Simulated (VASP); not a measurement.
## ZnO: single point with PBE

**Measured values to compare with.**

“Electronic structure of alkaline earth and post-transition metal oxides”, 2009, arxiv:0908.1581 quotes, for a bulk crystal of ZnO: band gap 3.37 eV.

ZnO:

```
Zn O
1.0
     3.27948    0.00000    0.00000
    -1.63974    2.84011    0.00000
     0.00000    0.00000    5.29376
Zn O
2 2
Direct
  0.33333 0.66667 0.49997
  0.66667 0.33333 0.99997
  0.66667 0.33333 0.37904
  0.33333 0.66667 0.87904
```

```
Program             : VASP 6.6.1
Task                : single point
Functional          : PBE
Potentials or basis : VASP PAW PBE potentials, release 64 (Zn, O)
Cutoff              : 520 eV
k mesh              : 21 × 21 × 12
Occupations         : gaussian, width 0.02 eV
Spin                : no spin polarisation
```

* Pressure: 0.9 GPa
* Band gap on the k mesh: 0.73 eV, direct

Levels at points of the mesh, in eV from the valence-band top:
| k point | band 15 | band 16 | band 17 | band 18 | band 19 | band 20 | band 21 | band 22 |
| --- | --- | --- | --- | --- | --- | --- | --- | --- |
| (0.00, 0.00, 0.00) | -0.75 | -0.08 | 0.00 | 0.00 | 0.73 | 5.09 | 8.07 | 12.73 |
| (0.00, 0.00, 0.50) | -0.37 | -0.37 | -0.37 | -0.37 | 3.36 | 3.36 | 9.91 | 9.91 |

It took 4.3 min on 1 thread of Intel(R) Xeon(R) Platinum 8259CL CPU @ 2.50GHz (Skylake/Cascade Lake), with other jobs on the host, peak memory 0.44 GiB.

Against the measured gap of ZnO, 3.37 eV (quoted in “Electronic structure of alkaline earth and post-transition metal oxides”, 2009, arxiv:0908.1581), the calculated 0.73 eV is off by -2.64 eV. So large a miss can be the level of theory's own, or it may mean another phase, state or a wrong row. The value is that of PBE on a finite k mesh, which can miss the band edges, without temperature or zero-point motion. Semilocal functionals fall short of measured gaps as a rule.
